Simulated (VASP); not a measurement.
AlFe, 2 atoms in the cell. Symmetry: Pm-3m, No. 221, cubic system. Conventional cell: a = 2.910 Å, b = 2.910 Å, c = 2.910 Å, α = 90.00°, β = 90.00°, γ = 90.00°. Fe (site symmetry m-3m) has 8 Al at 2.52 Å and 6 Fe at 2.91 Å within 3.3 Å. Within 3.3 Å of Al (site symmetry m-3m) lie 8 Fe at 2.52 Å and 6 Al at 2.91 Å. 

* Program: VASP 6.6.1
* Task: single point
* Functional: PBE
* Potentials or basis: VASP PAW PBE potentials, release 64 (Fe, Al)
* Cutoff: 520 eV
* k mesh: 9 × 9 × 9
* Occupations: gaussian, width 0.019 eV
* Spin: collinear spin, ferromagnetic start
* Starting moments: [3.0, 0.0] μB
* Dipole correction: no
* Further INCAR settings: ALGO = Fast; EDIFF = 1e-07; NBANDS = 16

Potentials or basis: VASP PAW PBE potentials, release 64 (Fe, Al).

Launch:

```bash
$ cat potpaw_PBE.64/Fe/POTCAR potpaw_PBE.64/Al/POTCAR > POTCAR
$ mpirun -np 1 vasp_std > vasp.out
```

Hardware: 1 thread of Intel(R) Xeon(R) 6975P-C (Granite Rapids), with other jobs on the host.

How long does it take, and how much memory?

Wall time 12 s on 1 thread of Intel(R) Xeon(R) 6975P-C (Granite Rapids), with other jobs on the host, peak memory 0.15 GiB. Counts: scf iterations 17, k points 35.
